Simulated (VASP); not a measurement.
# TiSi16 (a cell with a defect): single point with PBE+D3(BJ)

System: TiSi16 (a cell with a defect).

```
Si Ti
1.0
     0.00000    5.43000    5.43000
     5.43000    0.00000    5.43000
     5.43000    5.43000    0.00000
Si Ti
16 1
Direct
  0.01401 0.95900 0.01351
  0.11358 0.11822 0.11315
  0.97690 0.00580 0.50866
  0.11360 0.11821 0.65506
  0.99896 0.49179 0.99833
  0.13767 0.58837 0.13699
  0.99897 0.49177 0.51095
  0.11731 0.63373 0.62449
  0.50916 0.00592 0.97637
  0.65558 0.11834 0.11305
  0.50917 0.00591 0.50858
  0.61226 0.16435 0.61171
  0.51158 0.49189 0.99828
  0.62513 0.63384 0.11662
  0.48847 0.53598 0.48778
  0.62514 0.63383 0.62444
  0.28185 0.15546 0.28135
```

- Program: VASP 6.6.1
- Task: single point
- Functional: PBE
- Dispersion: D3(BJ)
- Potentials or basis: VASP PAW PBE potentials, release 64 (Si, Ti_sv)
- Cutoff: 520 eV
- k mesh: 2 × 2 × 2
- Occupations: fermi-dirac, width 0.02 eV
- Spin: no spin polarisation
- Dipole correction: no
- Further INCAR settings: LREAL = Auto; ALGO = Normal; EDIFF = 1e-06; NBANDS = 52

The pressure is 1.6 GPa, the largest force is 2.162 eV/Å and the band gap on the k mesh is zero (bands 38 and 39 overlap by 0.30 eV). The dispersion energy per atom is -0.343 eV.

Forces in eV/Å, atoms in the order of the input:
```
Si  -0.100  0.100 -0.100
Si  -0.160  0.089 -0.159
Si  -0.088  0.088  0.075
Si  -0.089  0.160 -0.159
Si  -0.095  0.021 -0.095
Si  -0.088  0.088 -0.087
Si  -0.021  0.095 -0.095
Si  -0.085  0.085 -0.058
Si   0.074  0.088 -0.088
Si  -0.159  0.158 -0.088
Si  -0.088 -0.075 -0.088
Si  -0.039  0.039 -0.039
Si  -0.094  0.095 -0.022
Si  -0.059  0.085 -0.084
Si  -0.074  0.074 -0.074
Si  -0.085  0.059 -0.085
Ti   1.250 -1.248  1.245
```

Stress tensor (GPa, compression positive):
```
 1.61  0.48 -0.48
 0.48  1.61  0.48
-0.48  0.48  1.60
```

Levels at points of the mesh, in eV from the Fermi level:
| k point | band 36 | band 37 | band 38 | band 39 | band 40 | band 41 |
| --- | --- | --- | --- | --- | --- | --- |
| (0.00, 0.00, 0.00) | -0.72 | -0.57 | -0.26 | -0.26 | -0.07 | -0.07 |
| (0.50, 0.00, 0.00) | -1.32 | -0.31 | -0.01 | 0.13 | 0.55 | 0.62 |
| (0.00, 0.50, 0.00) | -1.35 | -0.17 | -0.17 | -0.16 | 0.69 | 0.69 |
| (0.00, 0.00, 0.50) | -1.32 | -0.31 | -0.01 | 0.13 | 0.55 | 0.62 |
| (0.50, 0.50, 0.50) | -1.32 | -0.31 | -0.01 | 0.13 | 0.55 | 0.62 |
| (0.50, 0.50, 0.00) | -1.81 | -0.29 | 0.04 | 0.31 | 0.71 | 0.89 |
| (0.00, 0.50, 0.50) | -1.81 | -0.29 | 0.04 | 0.31 | 0.70 | 0.89 |
| (0.50, 0.00, 0.50) | -1.81 | -0.29 | 0.04 | 0.31 | 0.70 | 0.89 |

Wall time 2.7 min on 1 thread of Intel(R) Xeon(R) Platinum 8488C (Sapphire Rapids), on a shared host, peak memory 0.48 GiB.

Caveat: the k points lie up to 0.50 Å⁻¹ apart.
